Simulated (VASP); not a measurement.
Input of a VASP 6.6.1 run:

Contents of INCAR:

```
  PREC = Accurate
  ENCUT = 520
  EDIFF = 1E-6
  ISMEAR = -1
  SIGMA = 0.05
  LREAL = F
  LASPH = T
  NELM = 120
  ALGO = Normal
  ISIF = 2
  LWAVE = F
  LCHARG = F
  GGA = PE
  IVDW = 12
  NBANDS = 48
  GGA_COMPAT = F
```

The input KPOINTS:

```
Automatic mesh
0
Gamma
  1 1 1
```

File POSCAR:

```
MgH12Cl2O6
1.0
    6.0495890000      0.0000000000      0.0000000000
    0.0000000000      6.0495890000      0.0000000000
    0.0000000000      0.0000000000      6.0495890000
O H Mg Cl
6 12 1 2
Direct
    0.8709517291      0.8456111647      0.8472476395
    0.6135623428      0.7039651785      0.2811595961
    0.1256118391      0.5920898097      0.6475811828
    0.4328062617     -0.0488793536      0.6263731305
    0.6120415784      0.4309548963     -0.0458378247
    0.1591017175      0.5476570392      0.1988399543
    0.8632983166      0.9489570283      0.7147427701
    0.9723139870      0.9488247879      0.9354519786
    0.6462587789      0.6257284586      0.1420427074
    0.6900799377      0.8464211370      0.2702828242
    0.0396059964      0.6986590329      0.7547124276
    0.0345478015      0.4662961401      0.6057436299
    0.3872825080     -0.0016364748      0.7844830450
    0.5462685151      0.0646324899      0.5844694573
    0.5424335438      0.2900362322     -0.0138852408
    0.6510029028      0.4138958862     -0.2043444604
    0.2428760036      0.5202667487      0.0620207422
    0.0974115762      0.3966219854      0.2259988241
    0.2987475678      0.7401659848      0.4185904199
    0.8125014774      0.2065098968      0.4739991428
    0.2422478618      0.0744843989      1.0835777439
```

Potentials or basis: VASP PAW PBE potentials, release 64 (O, H, Mg, Cl).

Launch:

```sh
$ cat potpaw_PBE.64/O/POTCAR potpaw_PBE.64/H/POTCAR potpaw_PBE.64/Mg/POTCAR potpaw_PBE.64/Cl/POTCAR > POTCAR
$ mpirun -np 1 vasp_gam > vasp.out
```

Q: Estimate the band gap on the k mesh.

A: 4.70 eV.

Q: Predict the dispersion energy per atom.

A: -0.063 eV.

Stress tensor (GPa, compression positive):
```
 0.37  0.08  0.37
 0.08 -0.01  0.61
 0.37  0.61 -0.26
```

Caveat: the k points lie up to 1.04 Å⁻¹ apart.
